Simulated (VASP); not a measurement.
Set up this calculation in VASP 6.6.1, as the native input.

```
Task                   : electric field gradients
Functional             : PBEsol
Potentials or basis    : VASP PAW PBE potentials, release 64 (Pb_d, Se)
Cutoff                 : 520 eV
k mesh                 : 7 × 7 × 7
Occupations            : fermi-dirac, width 0.02 eV
Spin                   : no spin polarisation
Dipole correction      : no
Further INCAR settings : ALGO = Normal; EDIFF = 1e-08; NBANDS = 17
```

The structure of PbSe lies in POSCAR:

```
PbSe
1.0
    0.0000000000      3.1222074042      3.1222074042
    3.1222074042      0.0000000000      3.1222074042
    3.1222074042      3.1222074042      0.0000000000
Pb Se
1 1
Direct
    0.0000000000      0.0000000000      0.0000000000
    0.5000000000      0.5000000000      0.5000000000
```

This cell differs from its parent crystal: volume scaled by 1.06.

These files were run (other wordings do the same):

INCAR

```
PREC     = Accurate       # precision mode
ENCUT    = 520            # plane-wave cutoff, eV
EDIFF    = 1E-8           # SCF threshold, eV
ISMEAR   = -1             # smearing method
SIGMA    = 0.02           # smearing width, eV
LREAL    = False          # projectors in reciprocal space
LASPH    = True           # aspherical terms in the spheres
NELM     = 80             # most SCF steps
ALGO     = Normal         # electronic algorithm
ISIF     = 2              # what is computed and relaxed
LWAVE    = False          # write WAVECAR
LCHARG   = False          # write CHGCAR
GGA      = PS             # functional
LEFG     = True         
NBANDS   = 17             # bands
```

KPOINTS

```
regular mesh
0
Gamma
  7 7 7
```

Potentials or basis: VASP PAW PBE potentials, release 64 (Pb_d, Se).

Launch:

```sh
$ cat potpaw_PBE.64/Pb_d/POTCAR potpaw_PBE.64/Se/POTCAR > POTCAR
$ mpirun -np 1 vasp_std > vasp.out
```

Results of the run:

```
Pressure : -3.2 GPa
```

Caveat: without QUAD_EFG the Cq values of the log hold for a quadrupole moment of 1 mb, not for the nuclei; the PAW data sets were made with another functional, which shifts forces and pressure a little.

Wall time 14 s on 1 thread of Intel(R) Xeon(R) 6975P-C (Granite Rapids), with other jobs on the host, peak memory 0.2 GiB.
